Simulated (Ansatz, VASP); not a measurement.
# One calculation of KF, two programs

```
CELL_PARAMETERS angstrom
0.14285 2.70898 2.70898
2.70898 0.14285 2.70898
2.70898 2.70898 0.14285
ATOMIC_POSITIONS crystal
K 0.00000 0.00000 0.00000
F 0.50000 0.50000 0.50000
```

Alike in both runs: task single point; functional LDA; k mesh 8 × 8 × 8; occupations gaussian, width 0.05 eV; no spin polarisation.

```csv
,VASP,Ansatz
version,VASP 6.6.1,Ansatz 0.2.0
potentials or method,"VASP PAW LDA potentials, release 64 (K_sv, F), cutoff 520 eV","scalar-relativistic, plane waves, PAW"
valence electrons in the cell,16,16
```

```csv
,VASP,Ansatz,Ansatz less VASP
gap on the k mesh at the Fermi level (eV),5.94,5.96,+0.017
least direct gap on the mesh (eV),5.94,5.96,+0.017
pressure (GPa),-2.3,-2.5,-0.14
"traceless stress, the component that is largest in VASP (GPa)",-0.91,-0.93,-0.014
```

LDA's correlation is that of Perdew and Zunger in VASP and of Perdew and Wang (1992) in Ansatz.
